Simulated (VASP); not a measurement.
Ir, 1 atom in the cell. Symmetry: Fm-3m, No. 225, cubic system. Conventional cell: a = 3.839 Å, b = 3.839 Å, c = 3.839 Å, α = 90.00°, β = 90.00°, γ = 90.00°. Within 3.6 Å of Ir (site symmetry m-3m) lie 12 Ir at 2.71 Å. 

```yaml
Program: VASP 6.6.1
Task: single point
Functional: r2SCAN
Potentials_or_basis: VASP PAW PBE potentials, release 64 (Ir_sv_GW)
Cutoff: 550 eV
k_mesh: 22 × 22 × 22
Occupations: gaussian, width 0.15 eV
Spin: no spin polarisation
Dipole_correction: no
Second_run: valence_matched
Further_INCAR_settings: ALGO = Normal; EDIFF = 1e-06; NBANDS = 14
```

Potentials or basis: VASP PAW PBE potentials, release 64 (Ir_sv_GW).

Run with:

```bash
$ cat potpaw_PBE.64/Ir_sv_GW/POTCAR > POTCAR
$ cp INCAR.step1 INCAR
$ mpirun -np 1 vasp_std > vasp.out
$ cp INCAR.step2 INCAR
$ mpirun -np 1 vasp_std > vasp.out
```

Hardware: 1 thread of Intel(R) Xeon(R) 6975P-C (Granite Rapids), on a shared host.

Problem. Estimate the wall time of this run.

Solution. Run time: 98 s on 1 thread of Intel(R) Xeon(R) 6975P-C (Granite Rapids), on a shared host, peak memory 0.21 GiB. Counts: k points 328.
